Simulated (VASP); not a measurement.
# GaN (rocksalt type) in VASP: further runs

Runs on GaN (rocksalt type). Level: PBE. Tasks: electric field gradients.

All numbers are computed with VASP 6.6.1; they aren't measurements. Logs are shortened: lines on timing, memory, paths and dates and some standing lists are left out, and cuts for length are marked.

## Step 1: The cell of the first run

Symmetry: I4/mmm, No. 139, tetragonal system. Conventional cell: a = 2.928 Å, b = 2.928 Å, c = 4.268 Å, α = 90.00°, β = 90.00°, γ = 90.00°. Within 2.7 Å of Ga (site symmetry 4/mmm) lie 6 N at 2.07 to 2.13 Å. Within 2.7 Å of N (site symmetry 4/mmm) lie 6 Ga at 2.07 to 2.13 Å.

## Step 2: Electric field gradients, PBE (x and y stretched by -3 %, z held)

File INCAR:

```
SYSTEM = GaN
PREC = Accurate ; ENCUT = 520
EDIFF = 1E-8 ; ISMEAR = -1
SIGMA = 0.05 ; LREAL = .FALSE.
LASPH = .TRUE. ; NELM = 100
ALGO = Normal ; ISIF = 2
LWAVE = .FALSE. ; LCHARG = .FALSE.
GGA = PE ; LEFG = .TRUE.
NBANDS = 16
```

File KPOINTS:

```
Automatic mesh
0
G
  13 13 13
  0 0 0
```

File POSCAR:

```
GaN
1.0
    0.0000000000      2.0700981178      2.1341217709
    2.0700981178      0.0000000000      2.1341217709
    2.0700981178      2.0700981178      0.0000000000
Ga N
1 1
Direct
    0.0000000000      0.0000000000      0.0000000000
    0.5000000000      0.5000000000      0.5000000000
```

Potentials or basis: VASP PAW PBE potentials, release 64 (Ga_d, N).

The run is started by

```
$ cat potpaw_PBE.64/Ga_d/POTCAR potpaw_PBE.64/N/POTCAR > POTCAR
$ mpirun -np 1 vasp_std > vasp.out
```

OUTCAR:

```text
SYSTEM = GaN
   PREC = Accurate
   ENCUT = 520
   EDIFF = 1E-8
   ISMEAR = -1
   LREAL = .FALSE.
   LASPH = .TRUE.
   NELM = 100
   ISIF = 2
   GGA = PE

 ion  position               nearest neighbor table
   1  0.000  0.000  0.000-   2 2.07   2 2.07   2 2.07   2 2.07   2 2.13   2 2.13
   2  0.500  0.500  0.500-   1 2.07   1 2.07   1 2.07   1 2.07   1 2.13   1 2.13

  LATTYP: Found a body centered tetragonal cell.
 ALAT       =     2.9275608336
 C/A-ratio  =     1.4579521261

  Lattice vectors:

 A1 = (  -2.0700981178,   0.0000000000,   2.1341217709)
 A2 = (   2.0700981178,   0.0000000000,   2.1341217709)
 A3 = (   0.0000000000,   2.0700981178,  -2.1341217709)

Analysis of symmetry for initial positions (statically):
=====================================================================
 Subroutine PRICEL returns:
 Original cell was already a primitive cell.

 Routine SETGRP: Setting up the symmetry group for a
 body centered tetragonal supercell.

 Subroutine GETGRP returns: Found 16 space group operations
 (whereof 16 operations were pure point group operations)
 out of a pool of 16 trial point group operations.

The static configuration has the point symmetry D_4h.

Analysis of symmetry for dynamics (positions and initial velocities):
=====================================================================
 Subroutine PRICEL returns:
 Original cell was already a primitive cell.

 Routine SETGRP: Setting up the symmetry group for a
 body centered tetragonal supercell.

 Subroutine GETGRP returns: Found 16 space group operations
 (whereof 16 operations were pure point group operations)
 out of a pool of 16 trial point group operations.

The dynamic configuration has the point symmetry D_4h.

 Subroutine INISYM returns: Found 16 space group operations
 (whereof 16 operations are pure point group operations),
 and found     1 'primitive' translations

----------------------------------------------------------------------------------------

                                     Primitive cell

  volume of cell :      18.2907

  direct lattice vectors                    reciprocal lattice vectors
     0.000000000  2.070098118  2.134121771    -0.241534445  0.241534445  0.234288412
     2.070098118  0.000000000  2.134121771     0.241534445 -0.241534445  0.234288412
     2.070098118  2.070098118  0.000000000     0.241534445  0.241534445 -0.234288412

  length of vectors
     2.973177080  2.973177080  2.927560834     0.414208687  0.414208687  0.414208687

  position of ions in fractional coordinates (direct lattice)
     0.000000000  0.000000000  0.000000000
     0.500000000  0.500000000  0.500000000

  ion indices of the primitive-cell ions
   primitive index   ion index
                 1           1
                 2           2

----------------------------------------------------------------------------------------

 KPOINTS: Automatic mesh

Automatic generation of k-mesh.
 Grid dimensions read from file:
 generate k-points for:   13   13   13

 Generating k-lattice:

  Cartesian coordinates                     Fractional coordinates (reciprocal lattice)
    -0.018579573  0.018579573  0.018022186     0.076923077  0.000000000  0.000000000
     0.018579573 -0.018579573  0.018022186     0.000000000  0.076923077  0.000000000
     0.018579573  0.018579573 -0.018022186     0.000000000  0.000000000  0.076923077

  Length of vectors
     0.031862207  0.031862207  0.031862207

  Shift w.r.t. Gamma in fractional coordinates (k-lattice)
     0.000000000  0.000000000  0.000000000

 Subroutine IBZKPT returns following result:
 ===========================================

 Found    196 irreducible k-points:

 Following reciprocal coordinates:
            Coordinates               Weight
  0.000000  0.000000  0.000000      1.000000
  0.076923 -0.000000  0.000000      8.000000
  0.153846  0.000000  0.000000      8.000000
  0.230769 -0.000000  0.000000      8.000000
  0.307692  0.000000  0.000000      8.000000
  0.384615  0.000000  0.000000      8.000000
[... 16 lines left out ...]
  0.384615  0.153846  0.000000      8.000000
  0.461538  0.153846  0.000000      8.000000
 [... further k-points ...]
   k-points           NKPTS =    196   k-points in BZ     NKDIM =    196   number of bands    NBANDS=     16
   number of dos      NEDOS =    301   number of ions     NIONS =      2
   total plane-waves  NPLWV =  13824
   dimension x,y,z NGX =    24 NGY =   24 NGZ =   24
   dimension x,y,z NGXF=    48 NGYF=   48 NGZF=   48
   ions per type =               1   1
   NGX,Y,Z   is equivalent  to a cutoff of  13.42, 13.42, 13.63 a.u.
   NGXF,Y,Z  is equivalent  to a cutoff of  26.84, 26.84, 27.26 a.u.
 SYSTEM =  GaN
   PREC   = accura    normal or accurate (medium, high low for compatibility)
   ISTART =      0    job   : 0-new  1-cont  2-samecut
   ICHARG =      2    charge: 1-file 2-atom 10-const
   ISPIN  =      1    spin polarized calculation?
   LNONCOLLINEAR =      F non collinear calculations
   LSORBIT =      F    spin-orbit coupling
   LASPH  =      T    aspherical Exc in radial PAW
   ENCUT  =  520.0 eV  38.22 Ry    6.18 a.u.   5.53  5.53  5.44*2*pi/ulx,y,z
   NELM   =    100;   NELMIN=  2; NELMDL= -5     # of ELM steps
   EDIFF  = 0.1E-07   stopping-criterion for ELM
   LREAL  =      F    real-space projection
   EDIFFG = 0.1E-06   stopping-criterion for IOM
   NSW    =      0    number of steps for IOM
   IBRION =     -1    ionic relax: 0-MD 1-quasi-New 2-CG
   NFREE  =      0    steps in history (QN), initial steepest desc. (CG)
   ISIF   =      2    stress and relaxation
   ISYM   =      2    0-nonsym 1-usesym 2-fastsym
   POTIM  = 0.5000    time-step for ionic-motion
   TEBEG  =    0.0;   TEEND  =   0.0 temperature during run
   PSTRESS=    0.0 pullay stress
   NELECT =      18.0000    total number of electrons
   NUPDOWN=      -1.0000    fix difference up-down
   EMIN   =  10.00;   EMAX   =-10.00  energy-range for DOS
   EFERMI =   0.00;   METHOD = LEGACY
   ISMEAR =    -1;   SIGMA  =   0.05  broadening in eV -4-tet -1-fermi 0-gaus
   EFERMI_NEDOS =   21; number of points for ismear=-14 and -15
   IALGO  =     38    algorithm
   IMIX   =      4    mixing-type and parameters
     AMIX     =   0.40;   BMIX     =  1.00
     AMIX_MAG =   1.60;   BMIX_MAG =  1.00
  volume/ion in A,a.u.               =       9.15        61.72
  Fermi-wavevector in a.u.,A,eV,Ry     =   1.628378  3.077189 36.077426  2.651616
  Thomas-Fermi vector in A             =   2.721019
   LORBIT       =      0    0 simple, 1 ext, 2 COOP (PROOUT), +10 PAW based schemes
   GGA     = PE    functional components
   LHFCALC =     F    Hartree Fock is set to
   AEXX    =    0.0000 exact exchange contribution
   IVDW    =     0    specifies the selected vdW correction
   LEPSILON=     F    determine dielectric tensor
   LRPA    =     F    only Hartree local field effects (RPA)
 non-spin polarized calculation
  energy-cutoff  :      520.00
  volume of cell :       18.29
 maximum number of plane-waves:       531
 NGX is ok and might be reduce to    24
   NGX = 11   NGY = 11   NGZ = 11

 number of electron      18.0000001 magnetization

 Free energy of the ion-electron system (eV)
  ---------------------------------------------------
  ext. energy  EPLUGINS =         0.00000000
  ---------------------------------------------------
  free energy    TOTEN  =       -11.14171383 eV

  energy without entropy =      -11.14171025  energy(sigma->0) =      -11.14171204

 E-fermi :   8.7693     XC(G=0): -13.2588

 val. band max:        8.3466562787   @ k =  -0.2308   0.1538   0.0000
 cond. band min:       9.1119660746   @ k =   0.4615   0.0000   0.4615
 fundamental gap:      0.7653097959
 Fermi energy:         8.7692579969

 k-point     1 :       0.0000    0.0000    0.0000
  band No.  band energies     occupation
      1      -9.3336      2.00000
      2      -5.6935      2.00000
      3      -5.6745      2.00000
      4      -5.6745      2.00000
      5      -5.5997      2.00000
      6      -5.5560      2.00000
[... 8 lines left out ...]
     15      24.5120      0.00000
     16      25.0285      0.00000

 k-point     2 :       0.0769   -0.0000    0.0000
  band No.  band energies     occupation
      1      -9.2141      2.00000
      2      -5.6917      2.00000
      3      -5.6750      2.00000
      4      -5.6671      2.00000
      5      -5.6070      2.00000
      6      -5.5677      2.00000
[... 8 lines left out ...]
     15      24.7757      0.00000
     16      24.7852      0.00000
[... 387 lines left out ...]
      5      -5.4508      2.00000
      6      -5.2368      2.00000
[... 8 lines left out ...]
     15      28.8033      0.00000
     16      31.2015      0.00000

 k-point    24 :       0.4615    0.1538    0.0000
  band No.  band energies     occupation
      1      -6.9627      2.00000
      2      -5.8235      2.00000
      3      -5.7465      2.00000
      4      -5.6412      2.00000
      5      -5.4340      2.00000
      6      -4.9354      2.00000
[... 8 lines left out ...]
     15      29.1528      0.00000
     16      32.4500      0.00000

 [... further k-points ...]
[... 5 lines left out ...]
  --------------------------------------------------------------------------------------
  -------------------------------------------------------------------------------------
  Total        2.0985219      2.0985219      1.2750597      0.0000000      0.0000000      0.0000000
  in kB      183.8201174    183.8201174    111.6889130      0.0000000      0.0000000      0.0000000
  external PRESSURE =     159.7763826 kB  Pullay stress =       0.0000000 kB

 VOLUME and BASIS-vectors are now :
 -----------------------------------------------------------------------------
  energy-cutoff  :      520.00
  volume of cell :       18.29
      direct lattice vectors                 reciprocal lattice vectors
     0.000000000  2.070098118  2.134121771    -0.241534445  0.241534445  0.234288412
     2.070098118  0.000000000  2.134121771     0.241534445 -0.241534445  0.234288412
     2.070098118  2.070098118  0.000000000     0.241534445  0.241534445 -0.234288412

 POSITION                                       TOTAL-FORCE (eV/Angst)
 -----------------------------------------------------------------------------------
      0.00000      0.00000      0.00000         0.000000     -0.000000      0.000000
      2.07010      2.07010      2.13412        -0.000000      0.000000     -0.000000
 -----------------------------------------------------------------------------------
    total drift:                                0.000000     -0.000000     -0.000000

  FREE ENERGIE OF THE ION-ELECTRON SYSTEM (eV)
  ---------------------------------------------------
  free  energy   TOTEN  =       -11.1417138327 eV

  energy  without entropy=      -11.1417102478  energy(sigma->0) =      -11.14171204

 Electric field gradients (V/A^2)
---------------------------------------------------------------------
 ion       V_xx      V_yy      V_zz      V_xy      V_xz      V_yz
---------------------------------------------------------------------
   1     -12.330   -12.330    24.660     0.004     0.001     0.001
   2       0.851     0.851    -1.703    -0.001    -0.001    -0.001
---------------------------------------------------------------------

 Electric field gradients after diagonalization (V/A^2)
 (convention: |V_zz| > |V_xx| > |V_yy|)
----------------------------------------------------------------------
 ion       V_xx      V_yy      V_zz     asymmetry (V_yy - V_xx)/ V_zz
----------------------------------------------------------------------
   1     -12.334   -12.326    24.660       0.000
   2       0.853     0.850    -1.703       0.001
----------------------------------------------------------------------

           NMR quadrupolar parameters

 Cq : quadrupolar parameter    Cq=e*Q*V_zz/h
 eta: asymmetry parameters     (V_yy - V_xx)/ V_zz
 Q  : nuclear electric quadrupole moment in mb (millibarn)
----------------------------------------------------------------------
 ion       Cq(MHz)       eta       Q (mb)
----------------------------------------------------------------------
   1       0.060       0.000       1.000
   2      -0.004       0.001       1.000
----------------------------------------------------------------------
```

It took 21 s on 1 thread of Intel Xeon 6975P-C (Granite Rapids), shared host; peak memory 0.18 GiB.

Results:

```yaml
Free_energy: -11.1417 eV
Pressure: 16.0 GPa
Band_gap_on_the_k_mesh: 0.77 eV, indirect (least direct gap 2.99 eV)
```

Stress tensor (GPa, compression positive):
```
18.38  0.00  0.00
 0.00 18.38  0.00
 0.00  0.00 11.17
```

Levels at points of the mesh, in eV from the valence-band top:
```
           k point  band 7  band 8  band 9  band 10  band 11  band 12
(0.00, 0.00, 0.00)   -0.69   -0.69   -0.42     2.56    14.71    14.95
```

Electric field gradients, principal values (V/Å²):
| atom | least | middle | greatest (by size) |
| --- | --- | --- | --- |
| 1 Ga | -12.326 | -12.334 | 24.660 |
| 2 N | 0.850 | 0.853 | -1.703 |

Caveat: the cell differs from its parent crystal (x and y stretched by -3 %, z held); without QUAD_EFG the Cq values of the log hold for a quadrupole moment of 1 mb, not for the nuclei.

## Step 3: Electric field gradients, PBE (x and y stretched by -3 %, z held)

File INCAR:

```
ALGO = Normal ; EDIFF = 1E-8
ENCUT = 520 ; GGA = PE
ISIF = 2 ; ISMEAR = -1
LASPH = T ; LCHARG = F
LEFG = T ; LREAL = F
LWAVE = F ; NBANDS = 16
NELM = 80 ; PREC = Accurate
SIGMA = 0.05
```

File KPOINTS:

```
k-points
0
Gamma
  13 13 13
```

POSCAR is that of step 2.

Potentials or basis: VASP PAW PBE potentials, release 64 (Ga_d, N).

The run is started by

```
$ cat potpaw_PBE.64/Ga_d/POTCAR potpaw_PBE.64/N/POTCAR > POTCAR
$ mpirun -np 1 vasp_std > vasp.out
```

OUTCAR:

```text
EDIFF = 1E-8
   ENCUT = 520
   GGA = PE
   ISIF = 2
   ISMEAR = -1
   LASPH = T
   LREAL = F
   NELM = 80
   PREC = Accurate

 ion  position               nearest neighbor table
   1  0.000  0.000  0.000-   2 2.07   2 2.07   2 2.07   2 2.07   2 2.13   2 2.13
   2  0.500  0.500  0.500-   1 2.07   1 2.07   1 2.07   1 2.07   1 2.13   1 2.13

  LATTYP: Found a body centered tetragonal cell.
 ALAT       =     2.9275608336
 C/A-ratio  =     1.4579521261

  Lattice vectors:
[... 669 lines left out ...]

  FREE ENERGIE OF THE ION-ELECTRON SYSTEM (eV)
  ---------------------------------------------------
  free  energy   TOTEN  =       -11.1417138327 eV

  energy  without entropy=      -11.1417102478  energy(sigma->0) =      -11.14171204

 Electric field gradients (V/A^2)
---------------------------------------------------------------------
 ion       V_xx      V_yy      V_zz      V_xy      V_xz      V_yz
---------------------------------------------------------------------
   1     -12.330   -12.330    24.660     0.004     0.001     0.001
   2       0.851     0.851    -1.703    -0.001    -0.001    -0.001
---------------------------------------------------------------------

 Electric field gradients after diagonalization (V/A^2)
 (convention: |V_zz| > |V_xx| > |V_yy|)
----------------------------------------------------------------------
 ion       V_xx      V_yy      V_zz     asymmetry (V_yy - V_xx)/ V_zz
----------------------------------------------------------------------
   1     -12.334   -12.326    24.660       0.000
   2       0.853     0.850    -1.703       0.001
----------------------------------------------------------------------

           NMR quadrupolar parameters

 Cq : quadrupolar parameter    Cq=e*Q*V_zz/h
 eta: asymmetry parameters     (V_yy - V_xx)/ V_zz
 Q  : nuclear electric quadrupole moment in mb (millibarn)
----------------------------------------------------------------------
 ion       Cq(MHz)       eta       Q (mb)
----------------------------------------------------------------------
   1       0.060       0.000       1.000
   2      -0.004       0.001       1.000
----------------------------------------------------------------------
```

stdout:

```text
POSCAR found type information on POSCAR GaN
 POSCAR found :  2 types and       2 ions
 scaLAPACK will be used
 LDA part: xc-table for (Slater+PW92), standard interpolation
 POSCAR, INCAR and KPOINTS ok, starting setup
 FFT: planning ... GRIDC
 FFT: planning ... GRID_SOFT
 FFT: planning ... GRID
 WAVECAR not read
 entering main loop
ion   1

ion   2
```

It took 21 s on 1 thread of Intel Xeon 6975P-C (Granite Rapids), shared host; peak memory 0.18 GiB.

What came out:

```yaml
Free_energy: -11.1417 eV
Pressure: 16.0 GPa
Band_gap_on_the_k_mesh: 0.77 eV, indirect (least direct gap 2.99 eV)
```

Levels at points of the mesh, in eV from the valence-band top:
```tsv
k point	band 5	band 6	band 7	band 8	band 9	band 10	band 11	band 12	band 13	band 14
(0.00, 0.00, 0.00)	-13.95	-13.90	-0.69	-0.69	-0.42	2.56	14.71	14.95	14.95	15.39
```

Electric field gradients, principal values (V/Å²):
```csv
atom,least,middle,greatest (by size)
1 Ga,-12.326,-12.334,24.660
2 N,0.850,0.853,-1.703
```

Caveat: the cell differs from its parent crystal (x and y stretched by -3 %, z held); without QUAD_EFG the Cq values of the log hold for a quadrupole moment of 1 mb, not for the nuclei. A k mesh can miss the band edges.

[end of part 1 of 3]
